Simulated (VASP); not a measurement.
# Ni (Fm-3m) in VASP: single point with PBEsol

Aim: the single point of Ni with PBEsol.

All numbers are computed with VASP 6.6.1; they aren't measurements. Logs are shortened: lines on timing, memory, paths and dates and some standing lists are left out, and cuts for length are marked.

### Step 1. The cell of the first run

The structure is cubic, space group Fm-3m (No. 225). The conventional cell has a = 3.444 Å, b = 3.444 Å, c = 3.444 Å, α = 90.00°, β = 90.00°, γ = 90.00°. Within 3.2 Å of Ni (site symmetry m-3m) lie 12 Ni at 2.43 Å.

### Step 2. Single point, PBEsol, collinear spin, ferromagnetic start (Cu replaced by Ni, lengths x 0.964, strained)

The input, INCAR:

```
PREC = Accurate ; ENCUT = 520
EDIFF = 1E-6 ; ISMEAR = 0
SIGMA = 0.1 ; LREAL = False
LASPH = True ; NELM = 150
ALGO = Fast ; ISIF = 2
LWAVE = False ; LCHARG = False
ISPIN = 2 ; MAGMOM = 0.8
LORBIT = 11 ; LMAXMIX = 4
GGA = PS ; NBANDS = 15
```

The input, KPOINTS:

```
regular mesh
0
Gamma
  20 20 20
```

The input, POSCAR:

```
Ni
1.0
    0.0000000000      1.7217945941      1.7217945941
    1.7217945941      0.0000000000      1.7217945941
    1.7217945941      1.7217945941      0.0000000000
Ni
1
Direct
    0.0000000000      0.0000000000      0.0000000000
```

Potentials or basis: VASP PAW PBE potentials, release 64 (Ni).

Command:

```
cat potpaw_PBE.64/Ni/POTCAR > POTCAR
mpirun -np 1 vasp_std > vasp.out
```

OUTCAR:

```text
PREC = Accurate
   ENCUT = 520
   EDIFF = 1E-6
   ISMEAR = 0
   LREAL = False
   LASPH = True
   NELM = 150
   ISIF = 2
   ISPIN = 2
   LORBIT = 11
   GGA = PS

 ion  position               nearest neighbor table
   1  0.000  0.000  0.000-

  LATTYP: Found a face centered cubic cell.
 ALAT       =     3.4435891882

  Lattice vectors:

 A1 = (   0.0000000000,   1.7217945941,   1.7217945941)
 A2 = (   1.7217945941,   0.0000000000,   1.7217945941)
 A3 = (   1.7217945941,   1.7217945941,   0.0000000000)

Analysis of symmetry for initial positions (statically):
=====================================================================
 Subroutine PRICEL returns:
 Original cell was already a primitive cell.

 Routine SETGRP: Setting up the symmetry group for a
 face centered cubic supercell.

 Subroutine GETGRP returns: Found 48 space group operations
[... 9 lines left out ...]

 Routine SETGRP: Setting up the symmetry group for a
 face centered cubic supercell.

 Subroutine GETGRP returns: Found 48 space group operations
 (whereof 48 operations were pure point group operations)
 out of a pool of 48 trial point group operations.

The dynamic configuration has the point symmetry O_h .

Analysis of structural, dynamic, and magnetic symmetry:
=====================================================================
 Subroutine PRICEL returns:
 Original cell was already a primitive cell.

 Routine SETGRP: Setting up the symmetry group for a
 face centered cubic supercell.

 Subroutine GETGRP returns: Found 48 space group operations
 (whereof 48 operations were pure point group operations)
 out of a pool of 48 trial point group operations.

The overall configuration has the point symmetry O_h .

 Subroutine INISYM returns: Found 48 space group operations
[... 5 lines left out ...]
                                     Primitive cell

  volume of cell :      10.2088

  direct lattice vectors                    reciprocal lattice vectors
     0.000000000  1.721794594  1.721794594    -0.290394686  0.290394686  0.290394686
     1.721794594  0.000000000  1.721794594     0.290394686 -0.290394686  0.290394686
     1.721794594  1.721794594  0.000000000     0.290394686  0.290394686 -0.290394686

  length of vectors
     2.434985267  2.434985267  2.434985267     0.502978350  0.502978350  0.502978350

  position of ions in fractional coordinates (direct lattice)
     0.000000000  0.000000000  0.000000000

  ion indices of the primitive-cell ions
   primitive index   ion index
                 1           1

----------------------------------------------------------------------------------------

 KPOINTS: regular mesh

Automatic generation of k-mesh.
 Grid dimensions read from file:
 generate k-points for:   20   20   20

 Generating k-lattice:

  Cartesian coordinates                     Fractional coordinates (reciprocal lattice)
    -0.014519734  0.014519734  0.014519734     0.050000000  0.000000000  0.000000000
     0.014519734 -0.014519734  0.014519734     0.000000000  0.050000000  0.000000000
     0.014519734  0.014519734 -0.014519734     0.000000000  0.000000000  0.050000000

  Length of vectors
     0.025148917  0.025148917  0.025148917

  Shift w.r.t. Gamma in fractional coordinates (k-lattice)
     0.000000000  0.000000000  0.000000000

 Subroutine IBZKPT returns following result:
 ===========================================

 Found    256 irreducible k-points:

 Following reciprocal coordinates:
            Coordinates               Weight
  0.000000  0.000000  0.000000      1.000000
  0.050000  0.000000  0.000000      8.000000
  0.100000  0.000000  0.000000      8.000000
  0.150000  0.000000  0.000000      8.000000
  0.200000  0.000000  0.000000      8.000000
  0.250000  0.000000  0.000000      8.000000
[... 16 lines left out ...]
 -0.400000  0.050000  0.000000     24.000000
 -0.350000  0.050000  0.000000     24.000000
 [... further k-points ...]
   k-points           NKPTS =    256   k-points in BZ     NKDIM =    256   number of bands    NBANDS=     15
   number of dos      NEDOS =    301   number of ions     NIONS =      1
   total plane-waves  NPLWV =   5832
   dimension x,y,z NGX =    18 NGY =   18 NGZ =   18
   dimension x,y,z NGXF=    36 NGYF=   36 NGZF=   36
   ions per type =               1
   NGX,Y,Z   is equivalent  to a cutoff of  12.29, 12.29, 12.29 a.u.
   NGXF,Y,Z  is equivalent  to a cutoff of  24.58, 24.58, 24.58 a.u.
 SYSTEM =  unknown system
   PREC   = accura    normal or accurate (medium, high low for compatibility)
   ISTART =      0    job   : 0-new  1-cont  2-samecut
   ICHARG =      2    charge: 1-file 2-atom 10-const
   ISPIN  =      2    spin polarized calculation?
   LNONCOLLINEAR =      F non collinear calculations
   LSORBIT =      F    spin-orbit coupling
   LASPH  =      T    aspherical Exc in radial PAW
   ENCUT  =  520.0 eV  38.22 Ry    6.18 a.u.   4.53  4.53  4.53*2*pi/ulx,y,z
   NELM   =    150;   NELMIN=  2; NELMDL= -5     # of ELM steps
   EDIFF  = 0.1E-05   stopping-criterion for ELM
   LREAL  =      F    real-space projection
   EDIFFG = 0.1E-04   stopping-criterion for IOM
   NSW    =      0    number of steps for IOM
   IBRION =     -1    ionic relax: 0-MD 1-quasi-New 2-CG
   NFREE  =      0    steps in history (QN), initial steepest desc. (CG)
   ISIF   =      2    stress and relaxation
   ISYM   =      2    0-nonsym 1-usesym 2-fastsym
   POTIM  = 0.5000    time-step for ionic-motion
   TEBEG  =    0.0;   TEEND  =   0.0 temperature during run
   PSTRESS=    0.0 pullay stress
   NELECT =      10.0000    total number of electrons
   NUPDOWN=      -1.0000    fix difference up-down
   EMIN   =  10.00;   EMAX   =-10.00  energy-range for DOS
   EFERMI =   0.00;   METHOD = LEGACY
   ISMEAR =     0;   SIGMA  =   0.10  broadening in eV -4-tet -1-fermi 0-gaus
   EFERMI_NEDOS =   21; number of points for ismear=-14 and -15
   IALGO  =     68    algorithm
   IMIX   =      4    mixing-type and parameters
     AMIX     =   0.40;   BMIX     =  1.00
     AMIX_MAG =   1.60;   BMIX_MAG =  1.00
  volume/ion in A,a.u.               =      10.21        68.89
  Fermi-wavevector in a.u.,A,eV,Ry     =   1.625861  3.072432 35.965980  2.643425
  Thomas-Fermi vector in A             =   2.718915
   LORBIT       =     11    0 simple, 1 ext, 2 COOP (PROOUT), +10 PAW based schemes
   GGA     = PS    functional components
   LHFCALC =     F    Hartree Fock is set to
   AEXX    =    0.0000 exact exchange contribution
   IVDW    =     0    specifies the selected vdW correction
   LEPSILON=     F    determine dielectric tensor
   LRPA    =     F    only Hartree local field effects (RPA)
 spin polarized calculation
 RMM-DIIS sequential band-by-band and
 Gauss-broadening in eV      SIGMA  =   0.10
  energy-cutoff  :      520.00
  volume of cell :       10.21
 maximum number of plane-waves:       291
   NGX =  9   NGY =  9   NGZ =  9

 number of electron      10.0000000 magnetization       0.8000000

 number of electron       9.9999989 magnetization       0.6201522

 Free energy of the ion-electron system (eV)
  ---------------------------------------------------
  ext. energy  EPLUGINS =         0.00000000
  ---------------------------------------------------
  free energy    TOTEN  =        -6.13785333 eV

  energy without entropy =       -6.12955575  energy(sigma->0) =       -6.13370454

 E-fermi :  10.1180     XC(G=0): -13.8178

 val. band max:       10.1161017430   @ k =  -0.4000   0.2500   0.0000
 cond. band min:      10.1182441611   @ k =   0.4000   0.0000   0.0000
 fundamental gap:      0.0021424181
 Fermi energy:        10.1179803369

 spin component 1

 k-point     1 :       0.0000    0.0000    0.0000
  band No.  band energies     occupation
      1       0.6039      1.00000
      2       7.5227      1.00000
      3       7.5227      1.00000
      4       7.5227      1.00000
      5       8.8024      1.00000
      6       8.8024      1.00000
      7      34.3531      0.00000
      8      38.6948      0.00000
      9      38.6948      0.00000
     10      38.6948      0.00000
     11      41.8430      0.00000
     12      41.8430      0.00000
     13      41.8430      0.00000
     14      44.7118      0.00000
     15      51.7172      0.00000

 k-point     2 :       0.0500    0.0000    0.0000
  band No.  band energies     occupation
      1       0.7067      1.00000
      2       7.4941      1.00000
      3       7.5470      1.00000
      4       7.5470      1.00000
      5       8.7916      1.00000
      6       8.7916      1.00000
      7      34.0956      0.00000
      8      37.2818      0.00000
      9      38.4639      0.00000
     10      38.4639      0.00000
     11      42.1840      0.00000
     12      42.1840      0.00000
     13      42.6844      0.00000
     14      45.5718      0.00000
     15      50.6274      0.00000

 k-point     3 :       0.1000    0.0000    0.0000
  band No.  band energies     occupation
      1       1.0113      1.00000
      2       7.4150      1.00000
      3       7.6128      1.00000
      4       7.6128      1.00000
      5       8.7664      1.00000
      6       8.7664      1.00000
      7      32.7766      0.00000
      8      35.8625      0.00000
      9      37.9717      0.00000
     10      37.9717      0.00000
     11      42.9106      0.00000
     12      42.9417      0.00000
     13      42.9417      0.00000
     14      48.2457      0.00000
     15      49.0044      0.00000
[... 343 lines left out ...]
 k-point    23 :      -0.4000    0.0500    0.0000
  band No.  band energies     occupation
      1       4.8413      1.00000
      2       7.5359      1.00000
      3       7.6042      1.00000
      4       8.4033      1.00000
      5       9.3630      1.00000
      6       9.8695      0.99978
      7      17.8481      0.00000
      8      32.3375      0.00000
      9      34.7892      0.00000
     10      36.2944      0.00000
     11      39.0303      0.00000
     12      40.4745      0.00000
     13      45.7780      0.00000
     14      54.6826      0.00000
     15      55.8762      0.00000

 k-point    24 :      -0.3500    0.0500    0.0000
  band No.  band energies     occupation
      1       4.5616      1.00000
      2       7.6035      1.00000
      3       7.6636      1.00000
      4       7.7602      1.00000
      5       9.1810      1.00000
      6       9.5578      1.00000
      7      19.7500      0.00000
      8      32.4638      0.00000
      9      35.0336      0.00000
     10      37.1754      0.00000
     11      39.0365      0.00000
     12      40.9563      0.00000
     13      45.4869      0.00000
     14      52.4081      0.00000
     15      54.1024      0.00000

 [... further k-points ...]

 spin component 2

 k-point     1 :       0.0000    0.0000    0.0000
  band No.  band energies     occupation
      1       0.5970      1.00000
      2       8.2381      1.00000
      3       8.2381      1.00000
      4       8.2381      1.00000
      5       9.4095      1.00000
      6       9.4095      1.00000
      7      34.2495      0.00000
      8      38.6931      0.00000
      9      38.6931      0.00000
     10      38.6931      0.00000
     11      41.9695      0.00000
     12      41.9695      0.00000
     13      41.9695      0.00000
     14      44.6209      0.00000
     15      51.9272      0.00000

 k-point     2 :       0.0500    0.0000    0.0000
  band No.  band energies     occupation
      1       0.6999      1.00000
      2       8.2062      1.00000
      3       8.2634      1.00000
      4       8.2634      1.00000
      5       9.3980      1.00000
      6       9.3980      1.00000
      7      34.0175      0.00000
      8      37.2955      0.00000
      9      38.4812      0.00000
     10      38.4812      0.00000
     11      42.2885      0.00000
     12      42.2885      0.00000
     13      42.7411      0.00000
     14      45.5184      0.00000
     15      50.8115      0.00000

 k-point     3 :       0.1000    0.0000    0.0000
  band No.  band energies     occupation
      1       1.0051      1.00000
      2       8.1172      1.00000
      3       8.3307      1.00000
      4       8.3307      1.00000
      5       9.3721      1.00000
      6       9.3721      1.00000
      7      32.7966      0.00000
      8      35.8186      0.00000
      9      38.0204      0.00000
     10      38.0204      0.00000
     11      42.9070      0.00000
     12      43.0048      0.00000
     13      43.0048      0.00000
     14      48.2310      0.00000
     15      49.1839      0.00000
[... 343 lines left out ...]
 k-point    23 :      -0.4000    0.0500    0.0000
  band No.  band energies     occupation
      1       5.1869      1.00000
      2       8.1402      1.00000
      3       8.2210      1.00000
      4       8.6691      1.00000
      5      10.0944      0.63087
      6      10.4890      0.00000
      7      18.1735      0.00000
      8      32.3023      0.00000
      9      34.8455      0.00000
     10      36.3947      0.00000
     11      39.1068      0.00000
     12      40.5325      0.00000
     13      45.9128      0.00000
     14      54.7758      0.00000
     15      56.0959      0.00000

 k-point    24 :      -0.3500    0.0500    0.0000
  band No.  band energies     occupation
      1       4.7882      1.00000
      2       8.1083      1.00000
      3       8.2373      1.00000
      4       8.2891      1.00000
      5       9.8972      0.99910
      6      10.2429      0.03863
      7      20.0118      0.00000
      8      32.4520      0.00000
      9      35.0727      0.00000
     10      37.2879      0.00000
     11      39.1021      0.00000
     12      41.0078      0.00000
     13      45.5813      0.00000
     14      52.5034      0.00000
     15      54.3005      0.00000

 [... further k-points ...]
[... 5 lines left out ...]
  --------------------------------------------------------------------------------------
  -------------------------------------------------------------------------------------
  Total        0.2485656      0.2485656      0.2485656      0.0000000      0.0000000     -0.0000000
  in kB       39.0101413     39.0101413     39.0101413      0.0000000      0.0000000     -0.0000000
  external PRESSURE =      39.0101413 kB  Pullay stress =       0.0000000 kB

 VOLUME and BASIS-vectors are now :
 -----------------------------------------------------------------------------
  energy-cutoff  :      520.00
  volume of cell :       10.21
      direct lattice vectors                 reciprocal lattice vectors
     0.000000000  1.721794594  1.721794594    -0.290394686  0.290394686  0.290394686
     1.721794594  0.000000000  1.721794594     0.290394686 -0.290394686  0.290394686
     1.721794594  1.721794594  0.000000000     0.290394686  0.290394686 -0.290394686

 POSITION                                       TOTAL-FORCE (eV/Angst)
 -----------------------------------------------------------------------------------
      0.00000      0.00000      0.00000         0.000000      0.000000      0.000000
 -----------------------------------------------------------------------------------
    total drift:                                0.000000     -0.000000      0.000000

  FREE ENERGIE OF THE ION-ELECTRON SYSTEM (eV)
  ---------------------------------------------------
  free  energy   TOTEN  =        -6.1378533302 eV

  energy  without entropy=       -6.1295557542  energy(sigma->0) =       -6.13370454

 total charge

# of ion       s       p       d       tot
------------------------------------------
    1        0.529   0.563   8.343   9.435

 magnetization (x)

# of ion       s       p       d       tot
------------------------------------------
    1       -0.006  -0.024   0.655   0.624
```

Wall time 2.6 min (1 thread of AMD EPYC 7R13, shared host); peak memory 0.14 GiB.

Results:

| Property | Result |
| --- | --- |
| Free energy | -6.1379 eV |
| Pressure | 3.9 GPa |
| Net moment | 0.62 μB per cell |
| Site moments | Ni +0.62 μB |
| Valence electrons inside the program's atomic spheres | Ni 9.44 |

Caveat: the cell differs from its parent crystal (Cu replaced by Ni, lengths x 0.964, strained); the PAW data sets were made with another functional, which shifts forces and pressure a little.
